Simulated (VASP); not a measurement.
# Pb4O (P4/mmm) in VASP: notebook

Runs on Pb4O. Level: PBE. Tasks: single point, relaxation of cell and atoms.

Everything below comes from runs of VASP 6.6.1. Logs are shortened: lines on timing, memory, paths and dates and some standing lists are left out, and cuts for length are marked.

**1. The cell of the first run**

Symmetry: P4/mmm, No. 123, tetragonal system. The conventional cell has a = 4.658 Å, b = 4.658 Å, c = 6.471 Å, α = 90.00°, β = 90.00°, γ = 90.00°. Pb (site symmetry 2mm) has 2 O at 2.81 Å and 6 Pb at 3.15 to 3.32 Å within 3.7 Å. O (site symmetry 4/mmm) has 8 Pb at 2.81 Å within 3.7 Å.

**2. Single point, PBE**

INCAR reads:

```
SYSTEM = Pb4O
  PREC = Accurate
  ENCUT = 520
  EDIFF = 1E-6
  ISMEAR = 0
  SIGMA = 0.1
  LREAL = .FALSE.
  LASPH = .TRUE.
  NELM = 100
  ALGO = Normal
  ISIF = 2
  LWAVE = .FALSE.
  LCHARG = .FALSE.
  GGA = PE
  NBANDS = 39
```

KPOINTS reads:

```
Automatic mesh
0
G
  8 8 6
  0 0 0
```

POSCAR reads:

```
Pb4O
1.0
    4.6583799526      0.0000000000      0.0000000000
    0.0000000000      4.6583799526      0.0000000000
    0.0000000000      0.0000000000      6.4714870607
Pb O
4 1
Direct
    0.5000000000      0.0000000000      0.2434105511
    0.0000000000      0.5000000000      0.7565894489
    0.5000000000      0.0000000000      0.7565894489
    0.0000000000      0.5000000000      0.2434105511
    0.0000000000      0.0000000000      0.0000000000
```

Potentials or basis: VASP PAW PBE potentials, release 64 (Pb_d, O).

Launch:

```
$ cat potpaw_PBE.64/Pb_d/POTCAR potpaw_PBE.64/O/POTCAR > POTCAR
$ mpirun -np 1 vasp_std > vasp.out
```

OUTCAR:

```text
SYSTEM = Pb4O
   PREC = Accurate
   ENCUT = 520
   EDIFF = 1E-6
   ISMEAR = 0
   LREAL = .FALSE.
   LASPH = .TRUE.
   NELM = 100
   ISIF = 2
   GGA = PE

 ion  position               nearest neighbor table
   1  0.500  0.000  0.243-   5 2.81   5 2.81   3 3.15   4 3.29   4 3.29   4 3.29   4 3.29   3 3.32

   2  0.000  0.500  0.757-   5 2.81   5 2.81   4 3.15   3 3.29   3 3.29   3 3.29   3 3.29   4 3.32

   3  0.500  0.000  0.757-   5 2.81   5 2.81   1 3.15   2 3.29   2 3.29   2 3.29   2 3.29   1 3.32

   4  0.000  0.500  0.243-   5 2.81   5 2.81   2 3.15   1 3.29   1 3.29   1 3.29   1 3.29   2 3.32

   5  0.000  0.000  0.000-   1 2.81   2 2.81   3 2.81   4 2.81   2 2.81   4 2.81   1 2.81   3 2.81

  LATTYP: Found a simple tetragonal cell.
 ALAT       =     4.6583799526
 C/A-ratio  =     1.3892140887

  Lattice vectors:

 A1 = (   4.6583799526,   0.0000000000,   0.0000000000)
 A2 = (   0.0000000000,   4.6583799526,   0.0000000000)
 A3 = (   0.0000000000,   0.0000000000,   6.4714870607)

Analysis of symmetry for initial positions (statically):
=====================================================================
 Subroutine PRICEL returns:
 Original cell was already a primitive cell.

 Routine SETGRP: Setting up the symmetry group for a
 simple tetragonal supercell.

 Subroutine GETGRP returns: Found 16 space group operations
 (whereof 16 operations were pure point group operations)
 out of a pool of 16 trial point group operations.

The static configuration has the point symmetry D_4h.

Analysis of symmetry for dynamics (positions and initial velocities):
=====================================================================
 Subroutine PRICEL returns:
 Original cell was already a primitive cell.

 Routine SETGRP: Setting up the symmetry group for a
 simple tetragonal supercell.

 Subroutine GETGRP returns: Found 16 space group operations
 (whereof 16 operations were pure point group operations)
 out of a pool of 16 trial point group operations.

The dynamic configuration has the point symmetry D_4h.

 Subroutine INISYM returns: Found 16 space group operations
 (whereof 16 operations are pure point group operations),
 and found     1 'primitive' translations

----------------------------------------------------------------------------------------

                                     Primitive cell

  volume of cell :     140.4345

  direct lattice vectors                    reciprocal lattice vectors
     4.658379953  0.000000000  0.000000000     0.214666904  0.000000000  0.000000000
     0.000000000  4.658379953  0.000000000     0.000000000  0.214666904  0.000000000
     0.000000000  0.000000000  6.471487061     0.000000000  0.000000000  0.154523990

  length of vectors
     4.658379953  4.658379953  6.471487061     0.214666904  0.214666904  0.154523990

  position of ions in fractional coordinates (direct lattice)
     0.500000000  0.000000000  0.243410551
     0.000000000  0.500000000  0.756589449
     0.500000000  0.000000000  0.756589449
     0.000000000  0.500000000  0.243410551
     0.000000000  0.000000000  0.000000000

  ion indices of the primitive-cell ions
   primitive index   ion index
                 1           1
                 2           2
                 3           3
                 4           4
                 5           5

----------------------------------------------------------------------------------------

 KPOINTS: Automatic mesh

Automatic generation of k-mesh.
 Grid dimensions read from file:
 generate k-points for:    8    8    6

 Generating k-lattice:

  Cartesian coordinates                     Fractional coordinates (reciprocal lattice)
     0.026833363  0.000000000  0.000000000     0.125000000  0.000000000  0.000000000
     0.000000000  0.026833363  0.000000000     0.000000000  0.125000000  0.000000000
     0.000000000  0.000000000  0.025753998     0.000000000  0.000000000  0.166666667

  Length of vectors
     0.026833363  0.026833363  0.025753998

  Shift w.r.t. Gamma in fractional coordinates (k-lattice)
     0.000000000  0.000000000  0.000000000

 Subroutine IBZKPT returns following result:
 ===========================================

 Found     60 irreducible k-points:

 Following reciprocal coordinates:
            Coordinates               Weight
  0.000000  0.000000  0.000000      1.000000
  0.125000  0.000000  0.000000      4.000000
  0.250000  0.000000  0.000000      4.000000
  0.375000  0.000000  0.000000      4.000000
  0.500000  0.000000  0.000000      2.000000
  0.125000  0.125000  0.000000      4.000000
[... 16 lines left out ...]
  0.375000  0.125000  0.166667     16.000000
  0.500000  0.125000  0.166667      8.000000
 [... further k-points ...]
   k-points           NKPTS =     60   k-points in BZ     NKDIM =     60   number of bands    NBANDS=     39
   number of dos      NEDOS =    301   number of ions     NIONS =      5
   total plane-waves  NPLWV =  62208
   dimension x,y,z NGX =    36 NGY =   36 NGZ =   48
   dimension x,y,z NGXF=    72 NGYF=   72 NGZF=   96
   ions per type =               4   1
   NGX,Y,Z   is equivalent  to a cutoff of  12.85, 12.85, 12.33 a.u.
   NGXF,Y,Z  is equivalent  to a cutoff of  25.70, 25.70, 24.66 a.u.
 SYSTEM =  Pb4O
   PREC   = accura    normal or accurate (medium, high low for compatibility)
   ISTART =      0    job   : 0-new  1-cont  2-samecut
   ICHARG =      2    charge: 1-file 2-atom 10-const
   ISPIN  =      1    spin polarized calculation?
   LNONCOLLINEAR =      F non collinear calculations
   LSORBIT =      F    spin-orbit coupling
   LASPH  =      T    aspherical Exc in radial PAW
   ENCUT  =  520.0 eV  38.22 Ry    6.18 a.u.   8.66  8.66 12.03*2*pi/ulx,y,z
   NELM   =    100;   NELMIN=  2; NELMDL= -5     # of ELM steps
   EDIFF  = 0.1E-05   stopping-criterion for ELM
   LREAL  =      F    real-space projection
   EDIFFG = 0.1E-04   stopping-criterion for IOM
   NSW    =      0    number of steps for IOM
   IBRION =     -1    ionic relax: 0-MD 1-quasi-New 2-CG
   NFREE  =      0    steps in history (QN), initial steepest desc. (CG)
   ISIF   =      2    stress and relaxation
   ISYM   =      2    0-nonsym 1-usesym 2-fastsym
   POTIM  = 0.5000    time-step for ionic-motion
   TEBEG  =    0.0;   TEEND  =   0.0 temperature during run
   PSTRESS=    0.0 pullay stress
   NELECT =      62.0000    total number of electrons
   NUPDOWN=      -1.0000    fix difference up-down
   EMIN   =  10.00;   EMAX   =-10.00  energy-range for DOS
   EFERMI =   0.00;   METHOD = LEGACY
   ISMEAR =     0;   SIGMA  =   0.10  broadening in eV -4-tet -1-fermi 0-gaus
   EFERMI_NEDOS =   21; number of points for ismear=-14 and -15
   IALGO  =     38    algorithm
   IMIX   =      4    mixing-type and parameters
     AMIX     =   0.40;   BMIX     =  1.00
     AMIX_MAG =   1.60;   BMIX_MAG =  1.00
  volume/ion in A,a.u.               =      28.09       189.54
  Fermi-wavevector in a.u.,A,eV,Ry     =   1.246563  2.355662 21.142342  1.553918
  Thomas-Fermi vector in A             =   2.380734
   LORBIT       =      0    0 simple, 1 ext, 2 COOP (PROOUT), +10 PAW based schemes
   GGA     = PE    functional components
   LHFCALC =     F    Hartree Fock is set to
   AEXX    =    0.0000 exact exchange contribution
   IVDW    =     0    specifies the selected vdW correction
   LEPSILON=     F    determine dielectric tensor
   LRPA    =     F    only Hartree local field effects (RPA)
 non-spin polarized calculation
 Gauss-broadening in eV      SIGMA  =   0.10
  energy-cutoff  :      520.00
  volume of cell :      140.43
 maximum number of plane-waves:      3816
 NGX is ok and might be reduce to    36
   NGX = 17   NGY = 17   NGZ = 25

 number of electron      61.9999988 magnetization

 Free energy of the ion-electron system (eV)
  ---------------------------------------------------
  ext. energy  EPLUGINS =         0.00000000
  ---------------------------------------------------
  free energy    TOTEN  =       -18.94013585 eV

  energy without entropy =      -18.91862187  energy(sigma->0) =      -18.92937886

 E-fermi :   6.0715     XC(G=0):  -9.7636

 val. band max:        6.0648683533   @ k =   0.1250   0.1250   0.3333
 cond. band min:       6.0835528272   @ k =   0.3750   0.3750   0.3333
 fundamental gap:      0.0186844739
 Fermi energy:         6.0715377013

 k-point     1 :       0.0000    0.0000    0.0000
  band No.  band energies     occupation
      1     -11.6177      2.00000
      2     -11.3629      2.00000
      3     -11.3279      2.00000
      4     -11.2974      2.00000
      5     -11.1757      2.00000
      6     -11.1335      2.00000
[... 31 lines left out ...]
     38      11.2206      0.00000
     39      12.6810      0.00000

 k-point     2 :       0.1250    0.0000    0.0000
  band No.  band energies     occupation
      1     -11.6178      2.00000
      2     -11.3551      2.00000
      3     -11.3060      2.00000
      4     -11.2758      2.00000
      5     -11.1821      2.00000
      6     -11.1280      2.00000
[... 31 lines left out ...]
     38      11.3502      0.00000
     39      12.1102      0.00000

 k-point     3 :       0.2500    0.0000    0.0000
  band No.  band energies     occupation
      1     -11.6197      2.00000
      2     -11.3330      2.00000
      3     -11.2426      2.00000
      4     -11.2136      2.00000
      5     -11.2006      2.00000
      6     -11.1102      2.00000
[... 31 lines left out ...]
     38      11.0413      0.00000
     39      11.4382      0.00000

 k-point     4 :       0.3750    0.0000    0.0000
  band No.  band energies     occupation
      1     -11.6242      2.00000
      2     -11.3007      2.00000
      3     -11.2290      2.00000
      4     -11.1449      2.00000
      5     -11.1181      2.00000
      6     -11.0847      2.00000
[... 31 lines left out ...]
     38      10.2852      0.00000
     39      12.0869      0.00000
[... 754 lines left out ...]
     38      10.9051      0.00000
     39      11.5745      0.00000

 k-point    23 :       0.3750    0.1250    0.1667
  band No.  band energies     occupation
      1     -11.6331      2.00000
      2     -11.2851      2.00000
      3     -11.2076      2.00000
      4     -11.1298      2.00000
      5     -11.1187      2.00000
      6     -11.0826      2.00000
[... 31 lines left out ...]
     38      11.0787      0.00000
     39      11.5749      0.00000

 k-point    24 :       0.5000    0.1250    0.1667
  band No.  band energies     occupation
      1     -11.6371      2.00000
      2     -11.2467      2.00000
      3     -11.2458      2.00000
      4     -11.0745      2.00000
      5     -11.0389      2.00000
      6     -11.0287      2.00000
[... 31 lines left out ...]
     38      10.5648      0.00000
     39      11.5652      0.00000

 [... further k-points ...]
[... 5 lines left out ...]
  --------------------------------------------------------------------------------------
  -------------------------------------------------------------------------------------
  Total       -0.0358520     -0.0358520     -0.0279485      0.0000000      0.0000000      0.0000000
  in kB       -0.4090257     -0.4090257     -0.3188562      0.0000000      0.0000000      0.0000000
  external PRESSURE =      -0.3789692 kB  Pullay stress =       0.0000000 kB

 VOLUME and BASIS-vectors are now :
 -----------------------------------------------------------------------------
  energy-cutoff  :      520.00
  volume of cell :      140.43
      direct lattice vectors                 reciprocal lattice vectors
     4.658379953  0.000000000  0.000000000     0.214666904  0.000000000  0.000000000
     0.000000000  4.658379953  0.000000000     0.000000000  0.214666904  0.000000000
     0.000000000  0.000000000  6.471487061     0.000000000  0.000000000  0.154523990

 POSITION                                       TOTAL-FORCE (eV/Angst)
 -----------------------------------------------------------------------------------
      2.32919      0.00000      1.57523        -0.000000      0.000000      0.002879
      0.00000      2.32919      4.89626         0.000000     -0.000000     -0.002879
      2.32919      0.00000      4.89626         0.000000     -0.000000     -0.002879
      0.00000      2.32919      1.57523        -0.000000     -0.000000      0.002879
      0.00000      0.00000      0.00000         0.000000     -0.000000      0.000000
 -----------------------------------------------------------------------------------
    total drift:                                0.000000      0.000000     -0.000000

  FREE ENERGIE OF THE ION-ELECTRON SYSTEM (eV)
  ---------------------------------------------------
  free  energy   TOTEN  =       -18.9401358488 eV

  energy  without entropy=      -18.9186218703  energy(sigma->0) =      -18.92937886
```

Run time: 6 min. Hardware: 1 thread of Intel Xeon Platinum 8259CL at 2.50GHz (Skylake/Cascade Lake), shared host; peak memory 0.4 GiB.

What came out:

```yaml
Free_energy: -18.9401 eV
Pressure: 0.0 GPa
Band_gap_on_the_k_mesh: zero (band 31 reaches 7.11 eV, above the bottom of band 32 at 5.49 eV)
```

Forces in eV/Å, atoms in the order of the input:
```
Pb   0.000  0.000  0.003
Pb   0.000  0.000 -0.003
Pb   0.000  0.000 -0.003
Pb   0.000  0.000  0.003
O    0.000  0.000  0.000
```

Levels at points of the mesh, in eV from the Fermi level:
| k point | band 27 | band 28 | band 29 | band 30 | band 31 | band 32 | band 33 | band 34 | band 35 | band 36 |
| --- | --- | --- | --- | --- | --- | --- | --- | --- | --- | --- |
| (0.00, 0.00, 0.00) | -3.89 | -3.45 | -2.16 | -0.30 | -0.30 | -0.12 | 0.09 | 0.09 | 3.96 | 4.77 |
| (0.50, 0.00, 0.00) | -3.43 | -2.35 | -2.05 | -0.24 | 0.19 | 0.24 | 1.20 | 2.00 | 2.41 | 2.46 |
| (0.50, 0.50, 0.00) | -3.98 | -3.44 | -3.44 | -2.79 | -1.81 | 0.11 | 0.11 | 1.22 | 3.33 | 5.49 |
| (0.00, 0.00, 0.50) | -3.72 | -2.80 | -1.03 | -1.03 | -0.08 | 0.55 | 0.55 | 0.61 | 3.61 | 4.13 |
| (0.50, 0.00, 0.50) | -2.79 | -2.23 | 0.93 | 1.02 | 1.03 | 1.13 | 1.19 | 1.20 | 1.23 | 1.42 |
| (0.50, 0.50, 0.50) | -3.21 | -3.01 | -2.13 | -2.13 | -1.50 | -0.26 | 1.92 | 1.92 | 2.61 | 2.61 |

Caveat: spin-orbit coupling is left out, which moves the levels of the heavy elements.

**3. Single point, PBE**

INCAR reads:

```
ALGO = Normal ; EDIFF = 1E-6
ENCUT = 520 ; GGA = PE
ISIF = 2 ; ISMEAR = 0
LASPH = True ; LCHARG = False
LREAL = False ; LWAVE = False
NBANDS = 39 ; NELM = 100
PREC = Accurate ; SIGMA = 0.1
```

KPOINTS reads:

```
k-points
0
Gamma
  8 8 6
```

POSCAR is that of step 2.

Potentials or basis: VASP PAW PBE potentials, release 64 (Pb_d, O).

Launch:

```
$ cat potpaw_PBE.64/Pb_d/POTCAR potpaw_PBE.64/O/POTCAR > POTCAR
$ mpirun -np 1 vasp_std > vasp.out
```

It took 6.2 min on 1 thread of Intel Xeon Platinum 8259CL at 2.50GHz (Skylake/Cascade Lake), shared host; peak memory 0.4 GiB.

The run converged. Its results:

```yaml
Free_energy: -18.9401 eV
Pressure: 0.0 GPa
Band_gap_on_the_k_mesh: zero (band 31 reaches 7.11 eV, above the bottom of band 32 at 5.49 eV)
```

Forces in eV/Å, atoms in the order of the input:
```
Pb   0.000  0.000  0.003
Pb   0.000  0.000 -0.003
Pb   0.000  0.000 -0.003
Pb   0.000  0.000  0.003
O    0.000  0.000  0.000
```

Levels at points of the mesh, in eV from the Fermi level:
| k point | band 27 | band 28 | band 29 | band 30 | band 31 | band 32 | band 33 | band 34 | band 35 | band 36 |
| --- | --- | --- | --- | --- | --- | --- | --- | --- | --- | --- |
| (0.00, 0.00, 0.00) | -3.89 | -3.45 | -2.16 | -0.30 | -0.30 | -0.12 | 0.09 | 0.09 | 3.96 | 4.77 |
| (0.50, 0.00, 0.00) | -3.43 | -2.35 | -2.05 | -0.24 | 0.19 | 0.24 | 1.20 | 2.00 | 2.41 | 2.46 |
| (0.50, 0.50, 0.00) | -3.98 | -3.44 | -3.44 | -2.79 | -1.81 | 0.11 | 0.11 | 1.22 | 3.33 | 5.49 |
| (0.00, 0.00, 0.50) | -3.72 | -2.80 | -1.03 | -1.03 | -0.08 | 0.55 | 0.55 | 0.61 | 3.61 | 4.13 |
| (0.50, 0.00, 0.50) | -2.79 | -2.23 | 0.93 | 1.02 | 1.03 | 1.13 | 1.19 | 1.20 | 1.23 | 1.42 |
| (0.50, 0.50, 0.50) | -3.21 | -3.01 | -2.13 | -2.13 | -1.50 | -0.26 | 1.92 | 1.92 | 2.61 | 2.61 |

Caveat: spin-orbit coupling is left out, which moves the levels of the heavy elements.

**4. Relaxation of cell and atoms, PBE**

This run uses another cell than the first one, of 27.82 Å³/atom, 0.990 times its volume.

INCAR reads:

```
PREC = Accurate ; ENCUT = 600
EDIFF = 1E-6 ; ISMEAR = 0
SIGMA = 0.1 ; LREAL = F
LASPH = T ; NELM = 100
ALGO = Normal ; ISIF = 3
LWAVE = F ; LCHARG = F
GGA = PE ; IBRION = 2
NSW = 100 ; EDIFFG = -0.01
```

KPOINTS reads:

```
regular mesh
0
Gamma
  8 8 6
```

POSCAR reads:

```
Pb4O
1.0
    4.6155751261      0.0000000000      0.0000000000
    0.0000000000      4.6155751261      0.0000000000
    0.0000000000      0.0000000000      6.5289037342
Pb O
4 1
Direct
    0.5000000000      0.0000000000      0.2473874151
    0.0000000000      0.5000000000      0.7526125849
    0.5000000000      0.0000000000      0.7526125849
    0.0000000000      0.5000000000      0.2473874151
    0.0000000000      0.0000000000      0.0000000000
```

Launch:

```
$ cat potpaw_PBE.64/Pb_d/POTCAR potpaw_PBE.64/O/POTCAR > POTCAR
$ mpirun -np 1 vasp_std > vasp.out
```

Run time: 30 min. Hardware: 1 thread of Intel Xeon Platinum 8488C (Sapphire Rapids), shared host; peak memory 0.5 GiB.

It converged, with:

* Free energy: -18.9408 eV
* Relaxed volume: 28.06 Å³/atom
* Relaxed cell: a = 4.657 Å, b = 4.657 Å, c = 6.469 Å, α = 90.00°, β = 90.00°, γ = 90.00°
* Space group after relaxing (to 0.05 Å): P4/mmm (No. 123)
* Energy gained by relaxing: 2.2 meV/atom
* Ionic steps: 9
* Pressure after relaxing: 0.0 GPa
* Largest force after relaxing: 0.007 eV/Å
* Band gap on the k mesh: zero (band 31 reaches 7.12 eV, above the bottom of band 32 at 5.50 eV)

Forces on the atoms (eV/Å):
```
Pb   0.000  0.000 -0.007
Pb   0.000  0.000  0.007
Pb   0.000  0.000  0.007
Pb   0.000  0.000 -0.007
O    0.000  0.000  0.000
```

The path:
```
step  energy change (eV)  largest force (eV/Å)  pressure (GPa)  volume (Å³)
   1              0.0000                0.1447            0.22       139.09
   2             -0.0049                0.1133            0.02       139.85
   3             -0.0088                0.0572           -0.30       141.16
   4             -0.0089                0.0459           -0.36       141.41
   5             -0.0107                0.0325            0.08       140.27
   6             -0.0109                0.0131           -0.01       140.53
   7             -0.0109                0.0116           -0.02       140.55
   8             -0.0110                0.0076           -0.02       140.49
   9             -0.0111                0.0072            0.02       140.31
```

Final structure:
```
CELL_PARAMETERS angstrom
4.65733 0.00000 0.00000
0.00000 4.65733 0.00000
0.00000 0.00000 6.46868
ATOMIC_POSITIONS crystal
Pb 0.50000 0.00000 0.24365
Pb 0.00000 0.50000 0.75635
Pb 0.50000 0.00000 0.75635
Pb 0.00000 0.50000 0.24365
O 0.00000 0.00000 0.00000
```

Levels at points of the mesh, in eV from the Fermi level:
```csv
k point,band 27,band 28,band 29,band 30,band 31,band 32,band 33,band 34,band 35,band 36
"(0.00, 0.00, 0.00)",-3.89,-3.45,-2.16,-0.30,-0.30,-0.13,0.09,0.09,3.95,4.77
"(0.50, 0.00, 0.00)",-3.43,-2.35,-2.05,-0.24,0.19,0.24,1.19,1.99,2.42,2.46
"(0.50, 0.50, 0.00)",-3.99,-3.45,-3.45,-2.80,-1.81,0.11,0.11,1.22,3.33,5.49
"(0.00, 0.00, 0.50)",-3.72,-2.80,-1.03,-1.03,-0.07,0.55,0.55,0.60,3.62,4.13
"(0.50, 0.00, 0.50)",-2.79,-2.23,0.93,1.02,1.04,1.13,1.19,1.20,1.22,1.42
"(0.50, 0.50, 0.50)",-3.21,-3.02,-2.13,-2.13,-1.50,-0.26,1.92,1.92,2.62,2.62
```

Caveat: spin-orbit coupling is left out, which moves the levels of the heavy elements.
